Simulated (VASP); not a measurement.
Crystal: InGaAs2.

```
In Ga As
1.0
     4.22500    0.00000    0.00000
     0.00000    4.22500    0.00000
     0.00000    0.00000    5.96215
In Ga As
1 1 2
Direct
  0.00000 0.00000 0.50000
  0.50000 0.50000 0.00000
  0.50000 0.00000 0.76848
  0.00000 0.50000 0.23153
```

- Program: VASP 6.6.1
- Task: relaxation of cell and atoms
- Functional: LDA
- Potentials or basis: VASP PAW LDA potentials, release 64 (In_d, Ga_d, As)
- Cutoff: 600 eV
- k mesh: 10 × 10 × 8
- Occupations: gaussian, width 0.1 eV
- Spin: no spin polarisation

At the start: pressure -4.2 GPa; volume 26.61 Å³/atom.

How do energy, volume and symmetry change on relaxing?

Over 12 steps the energy falls by 27.2 meV/atom and the volume is 24.67 Å³/atom (-7.3 %); space group P-4m2 (No. 115, to 0.05 Å).

Step by step:
| step | energy change (eV) | largest force (eV/Å) | pressure (GPa) | volume (Å³) |
| --- | --- | --- | --- | --- |
| 1 | 0.0000 | 0.0119 | -4.17 | 106.43 |
| 2 | -0.0924 | 0.1184 | 1.91 | 96.11 |
| 3 | -0.1075 | 0.0870 | 0.02 | 98.73 |
| 4 | -0.1075 | 0.0851 | -0.10 | 98.88 |
| 5 | -0.1083 | 0.0387 | -0.09 | 98.86 |
| 6 | -0.1086 | 0.0156 | -0.09 | 98.83 |
| 7 | -0.1087 | 0.0057 | 0.09 | 98.60 |
| 8 | -0.1087 | 0.0087 | -0.01 | 98.66 |
| 9 | -0.1087 | 0.0077 | 0.05 | 98.64 |
| 10 | -0.1087 | 0.0081 | 0.01 | 98.65 |
| 11 | -0.1087 | 0.0078 | 0.03 | 98.65 |
| 12 | -0.1087 | 0.0022 | 0.00 | 98.67 |

Final structure:
```
In Ga As
1.0
     4.10736    0.00000    0.00000
     0.00000    4.10736    0.00000
     0.00000    0.00000    5.84890
In Ga As
1 1 2
Direct
  0.00000 0.00000 0.50000
  0.50000 0.50000 0.00000
  0.50000 0.00000 0.76980
  0.00000 0.50000 0.23020
```
